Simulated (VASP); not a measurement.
# CN31 (a cell with a defect) in VASP: single point with PBE+D3(BJ)

Aim: the single point of CN31 (a cell with a defect) with PBE+D3(BJ).

Everything below comes from runs of VASP 6.6.1. Logs are shortened: lines on timing, memory, paths and dates and some standing lists are left out, and cuts for length are marked.

### Step 1. The cell of the first run

The cell holds a defect, 32 atoms: a = 9.768 Å, b = 9.768 Å, c = 9.768 Å, α = 107.29°, β = 107.29°, γ = 113.93°.

### Step 2. Single point, PBE+D3(BJ)

INCAR

```
ALGO = Normal
EDIFF = 1E-6
ENCUT = 520
GGA = PE
ISIF = 2
ISMEAR = 0
IVDW = 12
LASPH = True
LCHARG = False
LREAL = Auto
LWAVE = False
NBANDS = 102
NELECT = 160.0
NELM = 80
PREC = Accurate
SIGMA = 0.01
```

KPOINTS

```
Automatic mesh
0
Gamma
  2 2 2
  0.5 0.5 0.5
```

POSCAR

```
CN31
1.0
    0.0000000000      8.1886408874     -5.3249606346
    0.0000000000     -8.1886408874     -5.3249606346
   -8.1886408874      0.0000000000      5.3249606346
C N
1 31
Direct
    0.0000000000      0.0361720288      0.0361720288
    0.7639651224      0.2935826290      0.0575477514
    0.2587437814      0.7998048925      0.0585486739
    0.5000000000      0.5488331384      0.0488331384
    0.2360348776      0.2935826290      0.5296175066
    0.5000000000      0.0496313301      0.5496313301
    0.0000000000      0.5474724009      0.5474724009
    0.7412562186      0.7998048925      0.5410611111
    0.7033251334      1.0017578058      0.2033621837
    0.4664321371      0.2692582304      0.2007217103
    0.9314634800      0.7342895732      0.2007217103
    0.2016043780      0.5000370504      0.2033621837
    0.9417386664      0.2291741289      0.7130665929
    0.2015901857      1.0010225928      0.7043644824
    0.7033418896      0.5027742967      0.7043644824
    0.4838924640      0.7713279265      0.7130665929
    0.0000000000      0.4523369827      0.4523369827
    0.7656386354      0.7078798638      0.4735184992
    0.2559584710      0.2005638481      0.4565223191
    0.5000000000      0.9545605404      0.4545605404
    0.2343613646      0.7078798638      0.9422412283
    0.5000000000      0.4537702321      0.9537702321
    0.0000000000      0.9342776705      0.9342776705
    0.7440415290      0.2005638481      0.9446053771
    0.7983956220      1.0017578058      0.2984326724
    0.5161075360      0.2291741289      0.2874354625
    0.0582613336      0.7713279265      0.2874354625
    0.2966748666      0.5000370504      0.2984326724
    0.0685365200      0.2692582304      0.8028260933
    0.2966581104      1.0010225928      0.7994324071
    0.7984098143      0.5027742967      0.7994324071
    0.5335678629      0.7342895732      0.8028260933
```

Potentials or basis: VASP PAW PBE potentials, release 64 (C, N).

Command:

```console
$ cat potpaw_PBE.64/C/POTCAR potpaw_PBE.64/N/POTCAR > POTCAR
$ mpirun -np 1 vasp_std > vasp.out
```

OUTCAR:

```text
EDIFF = 1E-6
   ENCUT = 520
   GGA = PE
   ISIF = 2
   ISMEAR = 0
   IVDW = 12
   LASPH = True
   LREAL = Auto
   NELECT = 160.0
   NELM = 80
   PREC = Accurate
 IVDW          = 12

 ion  position               nearest neighbor table
   1  0.000  0.036  0.036-  23 1.18
   2  0.764  0.294  0.058-  24 1.10
   3  0.259  0.800  0.059-  21 1.10
   4  0.500  0.549  0.049-  22 1.10
   5  0.236  0.294  0.530-  19 1.10
   6  0.500  0.050  0.550-  20 1.10
[... 24 lines left out ...]
  31  0.798  0.503  0.799-  15 1.10
  32  0.534  0.734  0.803-  16 1.10

  LATTYP: Found a body centered tetragonal cell.
 ALAT       =    11.5804870004
 C/A-ratio  =     0.9196436444

  Lattice vectors:

 A1 = (   0.0000000000,   8.1886408874,  -5.3249606346)
 A2 = (   0.0000000000,  -8.1886408874,  -5.3249606346)
 A3 = (  -8.1886408874,   0.0000000000,   5.3249606346)

Analysis of symmetry for initial positions (statically):
=====================================================================
 Subroutine PRICEL returns:
 Original cell was already a primitive cell.

 Routine SETGRP: Setting up the symmetry group for a
 body centered tetragonal supercell.

 Subroutine GETGRP returns: Found  4 space group operations
 (whereof  4 operations were pure point group operations)
 out of a pool of 16 trial point group operations.

The static configuration has the point symmetry C_2v.

Analysis of symmetry for dynamics (positions and initial velocities):
=====================================================================
 Subroutine PRICEL returns:
 Original cell was already a primitive cell.

 Routine SETGRP: Setting up the symmetry group for a
 body centered tetragonal supercell.

 Subroutine GETGRP returns: Found  4 space group operations
 (whereof  4 operations were pure point group operations)
 out of a pool of 16 trial point group operations.

The dynamic configuration has the point symmetry C_2v.

 Subroutine INISYM returns: Found  4 space group operations
 (whereof  4 operations are pure point group operations),
 and found     1 'primitive' translations

----------------------------------------------------------------------------------------

                                     Primitive cell

  volume of cell :     714.1181

  direct lattice vectors                    reciprocal lattice vectors
     0.000000000  8.188640887 -5.324960635    -0.061060194  0.061060194 -0.093897408
     0.000000000 -8.188640887 -5.324960635    -0.061060194 -0.061060194 -0.093897408
    -8.188640887  0.000000000  5.324960635    -0.122120388  0.000000000  0.000000000

  length of vectors
     9.767755389  9.767755389  9.767755389     0.127567307  0.127567307  0.122120388

  position of ions in fractional coordinates (direct lattice)
     0.000000000  0.036172029  0.036172029
     0.763965122  0.293582629  0.057547751
     0.258743781  0.799804892  0.058548674
     0.500000000  0.548833138  0.048833138
     0.236034878  0.293582629  0.529617507
     0.500000000  0.049631330  0.549631330
[... 24 lines left out ...]
     0.798409814  0.502774297  0.799432407
     0.533567863  0.734289573  0.802826093

  ion indices of the primitive-cell ions
   primitive index   ion index
                 1           1
                 2           2
                 3           3
                 4           4
                 5           5
                 6           6
[... 24 lines left out ...]
                31          31
                32          32

----------------------------------------------------------------------------------------

 KPOINTS: Automatic mesh

Automatic generation of k-mesh.
 Grid dimensions read from file:
 generate k-points for:    2    2    2

 Generating k-lattice:

  Cartesian coordinates                     Fractional coordinates (reciprocal lattice)
    -0.030530097  0.030530097 -0.046948704     0.500000000 -0.000000000  0.000000000
    -0.030530097 -0.030530097 -0.046948704    -0.000000000  0.500000000  0.000000000
    -0.061060194  0.000000000  0.000000000     0.000000000  0.000000000  0.500000000

  Length of vectors
     0.063783653  0.063783653  0.061060194

  Shift w.r.t. Gamma in fractional coordinates (k-lattice)
     0.500000000  0.500000000  0.500000000

 Subroutine IBZKPT returns following result:
 ===========================================

 Found      4 irreducible k-points:

 Following reciprocal coordinates:
            Coordinates               Weight
  0.250000  0.250000  0.250000      2.000000
 -0.250000  0.250000  0.250000      2.000000
  0.250000 -0.250000  0.250000      2.000000
 -0.250000 -0.250000  0.250000      2.000000
   k-points           NKPTS =      4   k-points in BZ     NKDIM =      4   number of bands    NBANDS=    102
   number of dos      NEDOS =    301   number of ions     NIONS =     32
   total plane-waves  NPLWV = 512000
   dimension x,y,z NGX =    80 NGY =   80 NGZ =   80
   dimension x,y,z NGXF=   160 NGYF=  160 NGZF=  160
   ions per type =               1  31
   NGX,Y,Z   is equivalent  to a cutoff of  13.62, 13.62, 13.62 a.u.
   NGXF,Y,Z  is equivalent  to a cutoff of  27.23, 27.23, 27.23 a.u.
 SYSTEM =  unknown system
   PREC   = accura    normal or accurate (medium, high low for compatibility)
   ISTART =      0    job   : 0-new  1-cont  2-samecut
   ICHARG =      2    charge: 1-file 2-atom 10-const
   ISPIN  =      1    spin polarized calculation?
   LNONCOLLINEAR =      F non collinear calculations
   LSORBIT =      F    spin-orbit coupling
   LASPH  =      T    aspherical Exc in radial PAW
   ENCUT  =  520.0 eV  38.22 Ry    6.18 a.u.  18.16 18.16 18.16*2*pi/ulx,y,z
   NELM   =     80;   NELMIN=  2; NELMDL= -5     # of ELM steps
   EDIFF  = 0.1E-05   stopping-criterion for ELM
   LREAL  =      T    real-space projection
   EDIFFG = 0.1E-04   stopping-criterion for IOM
   NSW    =      0    number of steps for IOM
   IBRION =     -1    ionic relax: 0-MD 1-quasi-New 2-CG
   NFREE  =      0    steps in history (QN), initial steepest desc. (CG)
   ISIF   =      2    stress and relaxation
   ISYM   =      2    0-nonsym 1-usesym 2-fastsym
   POTIM  = 0.5000    time-step for ionic-motion
   TEBEG  =    0.0;   TEEND  =   0.0 temperature during run
   PSTRESS=    0.0 pullay stress
   NELECT =     160.0000    total number of electrons
   NUPDOWN=      -1.0000    fix difference up-down
   EMIN   =  10.00;   EMAX   =-10.00  energy-range for DOS
   EFERMI =   0.00;   METHOD = LEGACY
   ISMEAR =     0;   SIGMA  =   0.01  broadening in eV -4-tet -1-fermi 0-gaus
   EFERMI_NEDOS =   21; number of points for ismear=-14 and -15
   IALGO  =     38    algorithm
   IMIX   =      4    mixing-type and parameters
     AMIX     =   0.40;   BMIX     =  1.00
     AMIX_MAG =   1.60;   BMIX_MAG =  1.00
  volume/ion in A,a.u.               =      22.32       150.60
  Fermi-wavevector in a.u.,A,eV,Ry     =   0.994317  1.878986 13.451618  0.988666
  Thomas-Fermi vector in A             =   2.126260
   LORBIT       =      0    0 simple, 1 ext, 2 COOP (PROOUT), +10 PAW based schemes
   GGA     = PE    functional components
   LHFCALC =     F    Hartree Fock is set to
   AEXX    =    0.0000 exact exchange contribution
   IVDW    =    12    specifies the selected vdW correction
   LEPSILON=     F    determine dielectric tensor
   LRPA    =     F    only Hartree local field effects (RPA)
 non-spin polarized calculation
 Gauss-broadening in eV      SIGMA  =   0.01
  energy-cutoff  :      520.00
  volume of cell :      714.12
 maximum number of plane-waves:     19244
 NGX is ok and might be reduce to    80
   NGX = 37   NGY = 37   NGZ = 37

 number of electron     160.0000000 magnetization

 Free energy of the ion-electron system (eV)
  ---------------------------------------------------
  ext. energy  EPLUGINS =         0.00000000
  ---------------------------------------------------
  free energy    TOTEN  =      -265.47469524 eV

  energy without entropy =     -265.47469524  energy(sigma->0) =     -265.47469524

 E-fermi :  -1.1587     XC(G=0):  -6.5317

 val. band max:       -1.2525845667   @ k =  -0.2500  -0.2500   0.2500
 cond. band min:       0.5086728131   @ k =  -0.2500  -0.2500   0.2500
 fundamental gap:      1.7612573798
 Fermi energy:        -1.1586816569

 k-point     1 :       0.2500    0.2500    0.2500
  band No.  band energies     occupation
      1     -25.3319      2.00000
      2     -25.2274      2.00000
      3     -25.1533      2.00000
      4     -25.0336      2.00000
      5     -25.0311      2.00000
      6     -25.0181      2.00000
[... 84 lines left out ...]
     91       1.2387      0.00000
     92       1.2596      0.00000

 k-point     2 :      -0.2500    0.2500    0.2500
  band No.  band energies     occupation
      1     -25.3319      2.00000
      2     -25.2274      2.00000
      3     -25.1532      2.00000
      4     -25.0343      2.00000
      5     -25.0306      2.00000
      6     -25.0188      2.00000
[... 84 lines left out ...]
     91       1.2041      0.00000
     92       1.2541      0.00000

 k-point     3 :       0.2500   -0.2500    0.2500
  band No.  band energies     occupation
      1     -25.3319      2.00000
      2     -25.2274      2.00000
      3     -25.1532      2.00000
      4     -25.0345      2.00000
      5     -25.0306      2.00000
      6     -25.0179      2.00000
[... 84 lines left out ...]
     91       1.2097      0.00000
     92       1.2781      0.00000

 k-point     4 :      -0.2500   -0.2500    0.2500
  band No.  band energies     occupation
      1     -25.3320      2.00000
      2     -25.2274      2.00000
      3     -25.1533      2.00000
      4     -25.0349      2.00000
      5     -25.0296      2.00000
      6     -25.0187      2.00000
[... 84 lines left out ...]
     91       1.2160      0.00000
     92       1.3008      0.00000
 [bands above 92 left out]

------------------------ aborting loop because EDIFF is reached ----------------------------------------

 Edisp (eV)   -1.80710

 E8    (eV) :    -0.4333

  FORCE on cell =-STRESS in cart. coord.  units (eV):
  Direction    XX          YY          ZZ          XY          YZ          ZX
  --------------------------------------------------------------------------------------
  -------------------------------------------------------------------------------------
  Total      16.13748    16.13748     3.29622    -0.64256     0.00000     0.00000
  in kB      36.20565    36.20565     7.39531    -1.44163     0.00000     0.00000
  external pressure =       26.60 kB  Pullay stress =        0.00 kB

 VOLUME and BASIS-vectors are now :
 -----------------------------------------------------------------------------
  energy-cutoff  :      520.00
  volume of cell :      714.12
      direct lattice vectors                 reciprocal lattice vectors
     0.000000000  8.188640887 -5.324960635    -0.061060194  0.061060194 -0.093897408
     0.000000000 -8.188640887 -5.324960635    -0.061060194 -0.061060194 -0.093897408
    -8.188640887  0.000000000  5.324960635    -0.122120388  0.000000000  0.000000000

 POSITION                                       TOTAL-FORCE (eV/Angst)
 -----------------------------------------------------------------------------------
     -0.29620     -0.29620      0.00000        -0.260502     -0.260502      0.000000
     -0.47124      3.85179     -5.32496        -1.468520     -0.951750      0.000000
     -0.47943     -4.43056     -5.32496        -1.521796     -0.883337     -0.000000
     -0.39988     -0.39988     -5.32496        -1.249209     -1.249209     -0.000000
     -4.33685     -0.47124      0.00000        -0.951750     -1.468520      0.000000
     -4.50073      3.68791      0.00000        -1.248011     -1.248011     -0.000000
[... 24 lines left out ...]
     -6.54626      2.42085     -2.67181        -1.248012      1.248064     -0.000574
     -6.57405     -1.64364     -2.47627        -1.171831      1.132158      0.655221
 -----------------------------------------------------------------------------------
    total drift:                                0.002714      0.002713      0.000002

  FREE ENERGIE OF THE ION-ELECTRON SYSTEM (eV)
  ---------------------------------------------------
  free  energy   TOTEN  =      -267.2817902852 eV

  energy  without entropy=     -267.2817902852  energy(sigma->0) =     -267.28179029
```

Run time: 14 min. Hardware: 1 thread of AMD EPYC 7R13 (Zen 3), shared host; peak memory 0.95 GiB.

What came out:

```yaml
Free_energy: -267.2818 eV
Largest_force: 1.767 eV/Å
Dispersion_energy_per_atom: -0.056 eV
```

Forces in eV/Å, atoms in the order of the input:
```
C   -0.261 -0.261  0.000
N   -1.469 -0.952  0.000
N   -1.522 -0.883  0.000
N   -1.249 -1.249  0.000
N   -0.952 -1.469  0.000
N   -1.248 -1.248  0.000
N   -1.240 -1.240  0.000
N   -0.883 -1.522  0.000
N    1.248 -1.248  0.000
N    1.132 -1.172 -0.655
N    1.132 -1.172  0.655
N    1.248 -1.248  0.000
N    1.171 -1.132  0.655
N    1.248 -1.248  0.001
N    1.248 -1.248 -0.001
N    1.171 -1.132 -0.655
N    1.240  1.240  0.000
N    0.883  1.522  0.000
N    0.949  1.468  0.000
N    1.249  1.249  0.000
N    1.522  0.883  0.000
N    1.249  1.249  0.000
N    0.263  0.263  0.000
N    1.468  0.949  0.000
N   -1.248  1.248  0.000
N   -1.132  1.171  0.655
N   -1.132  1.171 -0.655
N   -1.248  1.248  0.000
N   -1.172  1.132 -0.655
N   -1.248  1.248  0.001
N   -1.248  1.248 -0.001
N   -1.172  1.132  0.655
```

Caveat: the cell carries a net charge on a neutralising background, which shifts energy and pressure; the cell is charged against a uniform background, so pressure and absolute levels hang on convention; the standard files for N, O and F lose accuracy on very short bonds.
